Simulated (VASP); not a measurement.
# SnTe (rocksalt type): single point with r2SCAN

Crystal: SnTe (rocksalt type).

```
CELL_PARAMETERS angstrom
0.00000 2.95588 2.95588
2.95588 0.00000 2.95588
2.95588 2.95588 0.00000
ATOMIC_POSITIONS crystal
Sn 0.00000 0.00000 0.00000
Te 0.50000 0.50000 0.50000
```

- Program: VASP 6.6.1
- Task: single point
- Functional: r2SCAN
- Potentials or basis: VASP PAW PBE potentials, release 64 (Sn_d, Te)
- Cutoff: 520 eV
- k mesh: 13 × 13 × 13
- Occupations: fermi-dirac, width 0.08 eV
- Spin: no spin polarisation
- Dipole correction: no
- Further INCAR settings: ALGO = Normal; EDIFF = 1e-06; NBANDS = 17

```json
{
  "Pressure": "16.0 GPa"
}
```

Levels at points of the mesh, in eV from the Fermi level:
```tsv
k point	band 8	band 9	band 10	band 11	band 12	band 13
(0.00, 0.00, 0.00)	-3.06	-3.06	-3.06	3.87	3.87	3.87
```

Wall time 4.2 min on 1 thread of Intel Xeon 8259CL (shared host), peak memory 0.24 GiB.

Caveat: this odd mesh misses L, so gap, dielectric constants and Born charges aren't listed; the cell stands under pressure; the PAW data sets were made with another functional, which shifts forces and pressure a little; spin-orbit coupling is left out, which moves the levels of the heavy elements.
